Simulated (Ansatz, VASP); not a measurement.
## K in VASP and in Ansatz

```
K
1.0
     0.00000    3.42145    3.42145
     3.42145    0.00000    3.42145
     3.42145    3.42145    0.00000
K
1
Direct
  0.00000 0.00000 0.00000
```

Alike in both runs: task single point; functional revPBE; k mesh 13 × 13 × 13; occupations fermi-dirac, width 0.1 eV; no spin polarisation.

|  | VASP | Ansatz |
| --- | --- | --- |
| version | VASP 6.6.1 | Ansatz 0.2.0 |
| potentials or method | VASP PAW PBE potentials, release 64 (K_sv), cutoff 520 eV | plane waves (420 eV) with PAW, scalar-relativistic |
| valence electrons in the cell | 9 | 9 |

|  | VASP | Ansatz | Ansatz less VASP |
| --- | --- | --- | --- |
| pressure (GPa) | 0.0 | 0.0 | +0.01 |

VASP's potentials were made for PBE, not for revPBE. The functional is the same, so the differences come from potentials, cutoffs and numerics.
